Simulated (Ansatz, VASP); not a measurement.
BAs: VASP beside Ansatz

INCAR

```
SYSTEM = BAs
PREC = Accurate ; ENCUT = 500
EDIFF = 1E-6 ; ISMEAR = 0
SIGMA = 0.05 ; LREAL = .False.
LASPH = .True. ; NELM = 120
ALGO = Normal ; ISIF = 2
LWAVE = .False. ; LCHARG = .False.
GGA = PE ; IVDW = 12
NBANDS = 11 ; GGA_COMPAT = .False.
```

KPOINTS

```
regular mesh
0
Gamma
  8 8 8
  0 0 0
```

File POSCAR:

```
BAs
1.0
    0.0000000000      2.4139705213      2.4139705213
    2.4139705213      0.0000000000      2.4139705213
    2.4139705213      2.4139705213      0.0000000000
B As
1 1
Direct
    0.0000000000      0.0000000000      0.0000000000
    0.7500000000      0.7500000000      0.7500000000
```

Input for Ansatz:

```yaml
crystal:
  lattice:
    - [0.0, 2.4139705213, 2.4139705213]
    - [2.4139705213, 0.0, 2.4139705213]
    - [2.4139705213, 2.4139705213, 0.0]
  atoms:
    - { symbol: B, position: [0.0, 0.0, 0.0] }
    - { symbol: As, position: [0.75, 0.75, 0.75] }
basis:
  ecutwfc: 420
  ecutrho_ratio: 4
kpoints:
  mp_grid: { grid: [8, 8, 8] }
hamiltonian:
  xc: pbe
  dispersion: d3bj
scf:
  occupations: { method: gaussian, width: 0.05 }
output:
  forces: true
  stress: true
  eigenvalues: true
```

Alike in both runs: task single point; functional PBE; dispersion D3(BJ); k mesh 8 × 8 × 8; occupations gaussian, width 0.05 eV; no spin polarisation.

```csv
,VASP,Ansatz
version,VASP 6.6.1,Ansatz 0.2.0
potentials or method,"VASP PAW PBE potentials, release 64 (B, As), cutoff 500 eV","scalar-relativistic, plane waves, PAW"
valence electrons in the cell,8,18
```

```csv
,VASP,Ansatz,Ansatz less VASP
gap on the k mesh at the Fermi level (eV),1.22,1.23,+0.008
least direct gap on the mesh (eV),3.24,3.24,+0.004
pressure (GPa),-4.5,-5.1,-0.56
```

VASP's potentials hold 8 valence electrons a cell and Ansatz's 18, so a difference there can come from the potentials and not from the codes.
